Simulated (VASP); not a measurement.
# V (Fd-3m) in VASP: a series of runs, part 2 of 3

VASP 6.6.1. Earlier steps stand in the parts before.

## 4. Single point, PBE

This run uses another cell than the first one, of 18.75 Å³/atom.

Contents of INCAR:

```
SYSTEM = V
PREC = Accurate
ENCUT = 520
EDIFF = 1E-6
ISMEAR = -1
SIGMA = 0.1
LREAL = .FALSE.
LASPH = .TRUE.
NELM = 60
ALGO = Normal
ISIF = 2
LWAVE = .FALSE.
LCHARG = .TRUE.
GGA = PE
LELF = .TRUE.
LVHAR = .TRUE.
NBANDS = 20
```

Contents of KPOINTS:

```
regular mesh
0
G
  10 10 10
  0 0 0
```

Contents of POSCAR:

```
V
1.0
    0.0000000000      2.6568089289      2.6568089289
    2.6568089289      0.0000000000      2.6568089289
    2.6568089289      2.6568089289      0.0000000000
V
2
Direct
    0.1250000000      0.1250000000      0.1250000000
    0.8750000000      0.8750000000      0.8750000000
```

Potentials or basis: VASP PAW PBE potentials, release 64 (V_sv).

Run with:

```
$ cat potpaw_PBE.64/V_sv/POTCAR > POTCAR
$ mpirun -np 1 vasp_std > vasp.out
```

OUTCAR:

```text
SYSTEM = V
   PREC = Accurate
   ENCUT = 520
   EDIFF = 1E-6
   ISMEAR = -1
   LREAL = .FALSE.
   LASPH = .TRUE.
   NELM = 60
   ISIF = 2
   GGA = PE

 ion  position               nearest neighbor table
   1  0.125  0.125  0.125-   2 2.30   2 2.30   2 2.30   2 2.30
   2  0.875  0.875  0.875-   1 2.30   1 2.30   1 2.30   1 2.30

  LATTYP: Found a face centered cubic cell.
 ALAT       =     5.3136178578

  Lattice vectors:

 A1 = (   0.0000000000,   2.6568089289,   2.6568089289)
 A2 = (   2.6568089289,   0.0000000000,   2.6568089289)
 A3 = (   2.6568089289,   2.6568089289,   0.0000000000)

Analysis of symmetry for initial positions (statically):
=====================================================================
 Subroutine PRICEL returns:
 Original cell was already a primitive cell.

 Routine SETGRP: Setting up the symmetry group for a
 face centered cubic supercell.

 Subroutine GETGRP returns: Found 48 space group operations
 (whereof 12 operations were pure point group operations)
 out of a pool of 48 trial point group operations.

The static configuration has the point symmetry D_3d.
 The point group associated with its full space group is O_h .

Analysis of symmetry for dynamics (positions and initial velocities):
=====================================================================
 Subroutine PRICEL returns:
 Original cell was already a primitive cell.

 Routine SETGRP: Setting up the symmetry group for a
 face centered cubic supercell.

 Subroutine GETGRP returns: Found 48 space group operations
 (whereof 12 operations were pure point group operations)
 out of a pool of 48 trial point group operations.

The dynamic configuration has the point symmetry D_3d.
 The point group associated with its full space group is O_h .

 Subroutine INISYM returns: Found 48 space group operations
 (whereof 12 operations are pure point group operations),
 and found     1 'primitive' translations

----------------------------------------------------------------------------------------

                                     Primitive cell

  volume of cell :      37.5069

  direct lattice vectors                    reciprocal lattice vectors
     0.000000000  2.656808929  2.656808929    -0.188195694  0.188195694  0.188195694
     2.656808929  0.000000000  2.656808929     0.188195694 -0.188195694  0.188195694
     2.656808929  2.656808929  0.000000000     0.188195694  0.188195694 -0.188195694

  length of vectors
     3.757295220  3.757295220  3.757295220     0.325964504  0.325964504  0.325964504

  position of ions in fractional coordinates (direct lattice)
     0.125000000  0.125000000  0.125000000
     0.875000000  0.875000000  0.875000000

  ion indices of the primitive-cell ions
   primitive index   ion index
                 1           1
                 2           2

----------------------------------------------------------------------------------------

 KPOINTS: regular mesh

Automatic generation of k-mesh.
 Grid dimensions read from file:
 generate k-points for:   10   10   10

 Generating k-lattice:

  Cartesian coordinates                     Fractional coordinates (reciprocal lattice)
    -0.018819569  0.018819569  0.018819569     0.100000000  0.000000000  0.000000000
     0.018819569 -0.018819569  0.018819569     0.000000000  0.100000000  0.000000000
     0.018819569  0.018819569 -0.018819569     0.000000000  0.000000000  0.100000000

  Length of vectors
     0.032596450  0.032596450  0.032596450

  Shift w.r.t. Gamma in fractional coordinates (k-lattice)
     0.000000000  0.000000000  0.000000000

 Subroutine IBZKPT returns following result:
 ===========================================

 Found     47 irreducible k-points:

 Following reciprocal coordinates:
            Coordinates               Weight
  0.000000  0.000000  0.000000      1.000000
  0.100000  0.000000  0.000000      8.000000
  0.200000  0.000000  0.000000      8.000000
  0.300000  0.000000  0.000000      8.000000
  0.400000  0.000000  0.000000      8.000000
  0.500000  0.000000  0.000000      4.000000
[... 16 lines left out ...]
  0.300000  0.300000  0.000000      6.000000
  0.400000  0.300000  0.000000     24.000000
 [... further k-points ...]
   k-points           NKPTS =     47   k-points in BZ     NKDIM =     47   number of bands    NBANDS=     20
   number of dos      NEDOS =    301   number of ions     NIONS =      2
   total plane-waves  NPLWV =  21952
   dimension x,y,z NGX =    28 NGY =   28 NGZ =   28
   dimension x,y,z NGXF=    56 NGYF=   56 NGZF=   56
   ions per type =               2
   NGX,Y,Z   is equivalent  to a cutoff of  12.39, 12.39, 12.39 a.u.
   NGXF,Y,Z  is equivalent  to a cutoff of  24.78, 24.78, 24.78 a.u.
 SYSTEM =  V
   PREC   = accura    normal or accurate (medium, high low for compatibility)
   ISTART =      0    job   : 0-new  1-cont  2-samecut
   ICHARG =      2    charge: 1-file 2-atom 10-const
   ISPIN  =      1    spin polarized calculation?
   LNONCOLLINEAR =      F non collinear calculations
   LSORBIT =      F    spin-orbit coupling
   LASPH  =      T    aspherical Exc in radial PAW
   ENCUT  =  520.0 eV  38.22 Ry    6.18 a.u.   6.99  6.99  6.99*2*pi/ulx,y,z
   NELM   =     60;   NELMIN=  2; NELMDL= -5     # of ELM steps
   EDIFF  = 0.1E-05   stopping-criterion for ELM
   LREAL  =      F    real-space projection
   EDIFFG = 0.1E-04   stopping-criterion for IOM
   NSW    =      0    number of steps for IOM
   IBRION =     -1    ionic relax: 0-MD 1-quasi-New 2-CG
   NFREE  =      0    steps in history (QN), initial steepest desc. (CG)
   ISIF   =      2    stress and relaxation
   ISYM   =      2    0-nonsym 1-usesym 2-fastsym
   POTIM  = 0.5000    time-step for ionic-motion
   TEBEG  =    0.0;   TEEND  =   0.0 temperature during run
   PSTRESS=    0.0 pullay stress
   NELECT =      26.0000    total number of electrons
   NUPDOWN=      -1.0000    fix difference up-down
   EMIN   =  10.00;   EMAX   =-10.00  energy-range for DOS
   EFERMI =   0.00;   METHOD = LEGACY
   ISMEAR =    -1;   SIGMA  =   0.10  broadening in eV -4-tet -1-fermi 0-gaus
   EFERMI_NEDOS =   21; number of points for ismear=-14 and -15
   IALGO  =     38    algorithm
   IMIX   =      4    mixing-type and parameters
     AMIX     =   0.40;   BMIX     =  1.00
     AMIX_MAG =   1.60;   BMIX_MAG =  1.00
  volume/ion in A,a.u.               =      18.75       126.55
  Fermi-wavevector in a.u.,A,eV,Ry     =   1.448868  2.737964 28.561620  2.099220
  Thomas-Fermi vector in A             =   2.566660
   LORBIT       =      0    0 simple, 1 ext, 2 COOP (PROOUT), +10 PAW based schemes
   GGA     = PE    functional components
   LHFCALC =     F    Hartree Fock is set to
   AEXX    =    0.0000 exact exchange contribution
   IVDW    =     0    specifies the selected vdW correction
   LEPSILON=     F    determine dielectric tensor
   LRPA    =     F    only Hartree local field effects (RPA)
 non-spin polarized calculation
  energy-cutoff  :      520.00
  volume of cell :       37.51
 maximum number of plane-waves:      1031
   NGX = 13   NGY = 13   NGZ = 13

 number of electron      26.0000011 magnetization

 Free energy of the ion-electron system (eV)
  ---------------------------------------------------
  ext. energy  EPLUGINS =         0.00000000
  ---------------------------------------------------
  free energy    TOTEN  =       -13.27645997 eV

  energy without entropy =      -13.10632596  energy(sigma->0) =      -13.19139296

 E-fermi :   6.1396     XC(G=0): -10.8403

 val. band max:        6.1389587530   @ k =  -0.4000   0.2000   0.0000
 cond. band min:       6.1462023546   @ k =   0.2000   0.1000   0.0000
 fundamental gap:      0.0072436017
 Fermi energy:         6.1396293144

 k-point     1 :       0.0000    0.0000    0.0000
  band No.  band energies     occupation
      1     -57.5538      2.00000
      2     -56.9526      2.00000
      3     -31.6062      2.00000
      4     -31.6062      2.00000
      5     -31.6062      2.00000
      6     -30.7787      2.00000
[... 12 lines left out ...]
     19       9.8572      0.00000
     20      19.2056      0.00000

 k-point     2 :       0.1000    0.0000    0.0000
  band No.  band energies     occupation
      1     -57.5431      2.00000
      2     -56.9638      2.00000
      3     -31.6170      2.00000
      4     -31.6170      2.00000
      5     -31.6068      2.00000
      6     -30.7798      2.00000
[... 498 lines left out ...]
 k-point    24 :       0.4000    0.3000    0.0000
  band No.  band energies     occupation
      1     -57.3887      2.00000
      2     -57.1223      2.00000
      3     -31.7807      2.00000
      4     -31.7719      2.00000
      5     -31.3918      2.00000
      6     -31.0093      2.00000
[... 12 lines left out ...]
     19      10.0186      0.00000
     20      12.3823      0.00000

 [... further k-points ...]
[... 5 lines left out ...]
  --------------------------------------------------------------------------------------
  -------------------------------------------------------------------------------------
  Total        0.0975463      0.0975463      0.0975463     -0.0000000      0.0000000      0.0000000
  in kB        4.1668726      4.1668726      4.1668726     -0.0000000      0.0000000      0.0000000
  external PRESSURE =       4.1668726 kB  Pullay stress =       0.0000000 kB

 VOLUME and BASIS-vectors are now :
 -----------------------------------------------------------------------------
  energy-cutoff  :      520.00
  volume of cell :       37.51
      direct lattice vectors                 reciprocal lattice vectors
     0.000000000  2.656808929  2.656808929    -0.188195694  0.188195694  0.188195694
     2.656808929  0.000000000  2.656808929     0.188195694 -0.188195694  0.188195694
     2.656808929  2.656808929  0.000000000     0.188195694  0.188195694 -0.188195694

 POSITION                                       TOTAL-FORCE (eV/Angst)
 -----------------------------------------------------------------------------------
      0.66420      0.66420      0.66420        -0.000000     -0.000000     -0.000000
      4.64942      4.64942      4.64942         0.000000      0.000000      0.000000
 -----------------------------------------------------------------------------------
    total drift:                                0.000000     -0.000000     -0.000000

  FREE ENERGIE OF THE ION-ELECTRON SYSTEM (eV)
  ---------------------------------------------------
  free  energy   TOTEN  =       -13.2764599652 eV

  energy  without entropy=      -13.1063259565  energy(sigma->0) =      -13.19139296
```

OSZICAR:

```text
N       E                     dE             d eps       ncg     rms          rms(c)
DAV:   1     0.338220312075E+03    0.33822E+03   -0.16701E+04  1880   0.144E+03
DAV:   2    -0.481865415672E+01   -0.34304E+03   -0.33777E+03  1944   0.477E+02
DAV:   3    -0.139951802001E+02   -0.91765E+01   -0.89743E+01  2200   0.949E+01
DAV:   4    -0.140986785411E+02   -0.10350E+00   -0.10299E+00  1992   0.985E+00
DAV:   5    -0.140999440589E+02   -0.12655E-02   -0.12654E-02  2140   0.115E+00    0.174E+01
DAV:   6    -0.132893090297E+02    0.81064E+00   -0.62664E+00  2152   0.207E+01    0.374E+00
DAV:   7    -0.132754659962E+02    0.13843E-01   -0.18953E-01  2000   0.413E+00    0.315E+00
DAV:   8    -0.132765500565E+02   -0.10841E-02   -0.50861E-03  2060   0.792E-01    0.107E-01
DAV:   9    -0.132764588905E+02    0.91166E-04   -0.56551E-04  2072   0.239E-01    0.369E-02
DAV:  10    -0.132764603599E+02   -0.14694E-05   -0.46657E-05  2068   0.468E-02    0.797E-03
DAV:  11    -0.132764599652E+02    0.39465E-06   -0.47158E-07  1244   0.767E-03
   1 F= -.13276460E+02 E0= -.13191393E+02  d E =-.170134E+00
```

It took 43 s on 1 thread of Intel Xeon 8259CL, shared host; peak memory 0.16 GiB.

What came out:

```
Free energy            : -13.2765 eV
Pressure               : 0.4 GPa
Band gap on the k mesh : zero (bands 13 and 14 overlap by 0.90 eV)
```

(Part 2 of 3 ends here.)
